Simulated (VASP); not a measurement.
Here is a VASP 6.6.1 calculation.

INCAR

```
SYSTEM = SrAlH3
PREC = Accurate
ENCUT = 520
EDIFF = 1E-6
ISMEAR = 0
SIGMA = 0.2
LREAL = .False.
LASPH = .True.
NELM = 80
ALGO = Normal
ISIF = 2
LWAVE = .False.
LCHARG = .False.
GGA = PS
NBANDS = 16
```

KPOINTS

```
Automatic mesh
0
Gamma
  6 6 6
  0.5 0.5 0.5
```

File POSCAR:

```
SrAlH3
1.0
    4.5854600000      0.0000000000      0.0000000000
    0.0000000000      4.5854600000      0.0000000000
    0.0000000000      0.0000000000      4.5854600000
Sr Al H
1 1 3
Direct
    0.5000000000      0.5000000000      0.5000000000
    0.0000000000      0.0000000000      0.0000000000
    0.0000000000      0.5000000000      0.5000000000
    0.5000000000      0.5000000000      0.0000000000
    0.5000000000      0.0000000000      0.5000000000
```

Potentials or basis: VASP PAW PBE potentials, release 64 (Sr_sv, Al, H).

The run is started by

```bash
$ cat potpaw_PBE.64/Sr_sv/POTCAR potpaw_PBE.64/Al/POTCAR potpaw_PBE.64/H/POTCAR > POTCAR
$ mpirun -np 1 vasp_std > vasp.out
```

(1) Estimate the pressure.

(2) Predict the band gap on the k mesh.

Answers

(1) -1.2 GPa.

(2) 0.51 eV, indirect (least direct gap 1.38 eV).

Caveat: the PAW data sets were made with another functional, which shifts forces and pressure a little.
